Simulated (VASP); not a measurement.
Here is a VASP 6.6.1 calculation.

Contents of POSCAR:

```
Al3BP4
1.0
    5.3586072955      0.0000000000      0.0000000000
    0.0000000000      5.3586072955      0.0000000000
    0.0000000000      0.0000000000      5.3586072955
B P Al
1 4 3
Direct
    0.0000000000      0.0000000000      0.0000000000
    0.2268043483      0.2268043483      0.2268043483
    0.7731956517      0.7731956517      0.2268043483
    0.7731956517      0.2268043483      0.7731956517
    0.2268043483      0.7731956517      0.7731956517
    0.5000000000      0.5000000000      0.0000000000
    0.5000000000      0.0000000000      0.5000000000
    0.0000000000      0.5000000000      0.5000000000
```

The input INCAR.step1:

```
  ALGO = Normal
  EDIFF = 1E-4
  ENCUT = 520
  GGA = PE
  ISMEAR = 0
  LASPH = True
  LCHARG = False
  LREAL = False
  LWAVE = True
  NBANDS = 26
  NELM = 100
  PREC = Accurate
  SIGMA = 0.01
```

The input INCAR.step2:

```
  ALGO = Normal
  EDIFF = 1E-6
  ENCUT = 520
  ISIF = 2
  ISMEAR = 0
  ISTART = 1
  LASPH = True
  LCHARG = False
  LMIXTAU = True
  LREAL = False
  LWAVE = False
  METAGGA = R2SCAN
  NBANDS = 26
  NELM = 100
  PREC = Accurate
  SIGMA = 0.01
```

KPOINTS

```
k-points
0
Gamma
  4 4 4
```

Potentials or basis: VASP PAW PBE potentials, release 64 (B, P, Al).

Command:

```console
$ cat potpaw_PBE.64/B/POTCAR potpaw_PBE.64/P/POTCAR potpaw_PBE.64/Al/POTCAR > POTCAR
$ cp INCAR.step1 INCAR
$ mpirun -np 1 vasp_std > vasp.out
$ cp INCAR.step2 INCAR
$ mpirun -np 1 vasp_std > vasp.out
```

Q: Estimate the largest force.

A: 0.089 eV/Å.

Q: Estimate the pressure.

A: -5.6 GPa.

Q: What does it give for the band gap on the k mesh?

A: 1.22 eV, indirect (least direct gap 1.74 eV).

Forces on the atoms (eV/Å):
```
B    0.000  0.000  0.000
P    0.051  0.051  0.051
P   -0.051 -0.051  0.051
P   -0.051  0.051 -0.051
P    0.051 -0.051 -0.051
Al   0.000  0.000  0.000
Al   0.000  0.000  0.000
Al   0.000  0.000  0.000
```

Caveat: the PAW data sets were made with another functional, which shifts forces and pressure a little. A k mesh can miss the band edges.
